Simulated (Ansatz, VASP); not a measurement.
# Two plane-wave programs on TiC2

```
CELL_PARAMETERS angstrom
-1.60467 1.60467 2.80518
1.60467 -1.60467 2.80518
1.60467 1.60467 -2.80518
ATOMIC_POSITIONS crystal
Ti 0.00000 0.00000 0.00000
C 0.61777 0.61777 0.00000
C 0.38223 0.38223 0.00000
```

Alike in both runs: functional PBE; k mesh 8 × 8 × 8; occupations gaussian, width 0.1 eV; no spin polarisation.

Ansatz relaxed the structure, and its values are those at the end. VASP's run is a single point on that final structure, the one shown.

|  | VASP | Ansatz |
| --- | --- | --- |
| version | VASP 6.6.1 | Ansatz 0.2.0 |
| potentials or method | VASP PAW PBE potentials, release 64 (Ti_sv, C), cutoff 520 eV | scalar-relativistic, plane waves, PAW |
| valence electrons in the cell | 20 | 20 |

```csv
,VASP,Ansatz,Ansatz less VASP
gap on the k mesh at the Fermi level (eV),none,none,-
pressure (GPa),0.6,0.1,-0.49
rms of the force components (eV/Å),0.047,0.004,-0.0427
```

A gap of «none» marks a metal or a gap that the smearing closes.
